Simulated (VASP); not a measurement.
Set up this calculation in VASP 6.6.1, as the native input.

```
Task                   : single point
Functional             : PBE
Potentials or basis    : VASP PAW PBE potentials, release 64 (Ba_sv, Zr_sv, O_h)
Cutoff                 : 910 eV
k mesh                 : 6 × 6 × 6
Occupations            : gaussian, width 0.02 eV
Spin                   : no spin polarisation
Dipole correction      : no
Second run             : hard_potentials
Further INCAR settings : ALGO = Normal; EDIFF = 1e-06; NBANDS = 28
```

The structure of BaZrO3 lies in POSCAR:

```
BaZrO3
1.0
    4.1913400000      0.0000000000      0.0000000000
    0.0000000000      4.1913400000      0.0000000000
    0.0000000000      0.0000000000      4.1913400000
Ba Zr O
1 1 3
Direct
    0.0000000000      0.0000000000      0.0000000000
    0.5000000000      0.5000000000      0.5000000000
    0.0000000000      0.5000000000      0.5000000000
    0.5000000000      0.0000000000      0.5000000000
    0.5000000000      0.5000000000      0.0000000000
```

These files were run (other wordings do the same):

INCAR

```
SYSTEM = BaZrO3
  ALGO = Normal
  EDIFF = 1E-6
  ENCUT = 910
  GGA = PE
  GGA_COMPAT = .FALSE.
  ISIF = 2
  ISMEAR = 0
  LASPH = .TRUE.
  LCHARG = .FALSE.
  LREAL = .FALSE.
  LWAVE = .FALSE.
  NBANDS = 28
  NELM = 120
  PREC = Accurate
  SIGMA = 0.02
```

KPOINTS

```
k-points
0
G
  6 6 6
  0 0 0
```

Potentials or basis: VASP PAW PBE potentials, release 64 (Ba_sv, Zr_sv, O_h).

Command:

```bash
$ cat potpaw_PBE.64/Ba_sv/POTCAR potpaw_PBE.64/Zr_sv/POTCAR potpaw_PBE.64/O_h/POTCAR > POTCAR
$ mpirun -np 1 vasp_std > vasp.out
```

It gave:

```json
{"Pressure": "4.8 GPa", "Band gap on the k mesh": "3.19 eV, indirect (least direct gap 3.42 eV)"}
```

Caveat: the cutoff is under 1.25 times the usual one of these potentials, so pressure, stress and relaxed cells hold a basis-set (Pulay) error; spin-orbit coupling is left out, which moves the levels of the heavy elements.

Run time: 92 s on 1 thread of AMD EPYC 7R43 64-Core Processor (Zen 3), on a shared host, peak memory 0.28 GiB.
